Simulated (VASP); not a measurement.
Ga4Sb3As: relaxation of cell and atoms with PBE

The system is Ga4Sb3As.

```
CELL_PARAMETERS angstrom
6.09940 0.00000 0.00000
0.00000 6.09940 0.00000
0.00000 0.00000 6.09940
ATOMIC_POSITIONS crystal
Ga 0.25880 0.74120 0.25880
Ga 0.25880 0.25880 0.74120
Ga 0.74120 0.74120 0.74120
Ga 0.74120 0.25880 0.25880
Sb 0.50000 0.00000 0.00000
Sb 0.00000 0.00000 0.50000
Sb 0.00000 0.50000 0.00000
As 0.50000 0.50000 0.50000
```

```json
{
  "Program": "VASP 6.6.1",
  "Task": "relaxation of cell and atoms",
  "Functional": "PBE",
  "Potentials or basis": "VASP PAW PBE potentials, release 64 (Ga_d, Sb, As)",
  "Cutoff": "600 eV",
  "k mesh": "6 × 6 × 6",
  "Occupations": "gaussian, width 0.1 eV",
  "Spin": "no spin polarisation",
  "Dipole correction": "no",
  "Further INCAR settings": "ALGO = Normal; EDIFF = 1e-07; IBRION = 2; EDIFFG = -0.01; NSW = 100; ISIF = 3"
}
```

```json
{"Relaxed volume": "28.44 Å³/atom", "Relaxed cell": "a = 6.105 Å, b = 6.105 Å, c = 6.105 Å, α = 90.00°, β = 90.00°, γ = 90.00°", "Space group after relaxing (to 0.1 Å)": "P-43m (No. 215)", "Energy gained by relaxing": "0.0 meV/atom", "Ionic steps": "2", "Pressure after relaxing": "0.0 GPa", "Largest force after relaxing": "0.005 eV/Å", "Band gap on the k mesh": "zero (bands 36 and 37 overlap by 0.19 eV)"}
```

Forces on the atoms (eV/Å):
```
Ga  -0.003  0.003 -0.003
Ga  -0.003 -0.003  0.003
Ga   0.003  0.003  0.003
Ga   0.003 -0.003 -0.003
Sb   0.000  0.000  0.000
Sb   0.000  0.000  0.000
Sb   0.000  0.000  0.000
As   0.000  0.000  0.000
```

Step by step:
| step | energy change (eV) | largest force (eV/Å) | pressure (GPa) | volume (Å³) |
| --- | --- | --- | --- | --- |
| 1 | 0.0000 | 0.0070 | 0.10 | 226.91 |
| 2 | -0.0001 | 0.0052 | -0.02 | 227.50 |

Final structure:
```
Ga Sb As
1.0
     6.10461    0.00000    0.00000
     0.00000    6.10461    0.00000
     0.00000    0.00000    6.10461
Ga Sb As
4 3 1
Direct
  0.25877 0.74123 0.25877
  0.25877 0.25877 0.74123
  0.74123 0.74123 0.74123
  0.74123 0.25877 0.25877
  0.50000 0.00000 0.00000
  0.00000 0.00000 0.50000
  0.00000 0.50000 0.00000
  0.50000 0.50000 0.50000
```

Levels at points of the mesh, in eV from the Fermi level:
```tsv
k point	band 32	band 33	band 34	band 35	band 36	band 37	band 38	band 39	band 40	band 41
(0.00, 0.00, 0.00)	-2.37	-2.37	-0.36	0.00	0.00	0.00	1.06	1.06	1.06	1.31
(0.50, 0.00, 0.00)	-2.96	-1.77	-1.77	-1.38	-1.38	1.29	1.51	2.52	2.79	3.59
(0.50, 0.50, 0.00)	-2.91	-1.38	-1.38	-1.06	-0.86	1.68	1.86	2.24	2.24	4.29
(0.50, 0.50, 0.50)	-0.97	-0.97	-0.97	-0.79	-0.79	-0.19	0.57	0.57	0.57	3.72
```

Run time: 7.3 min on 1 thread of AMD EPYC 7R13 Processor (Zen 3), on a shared host, peak memory 0.47 GiB.

Caveat: semilocal functionals underestimate gaps, so a narrow gap can read as zero; spin-orbit coupling is left out, which moves the levels of the heavy elements.
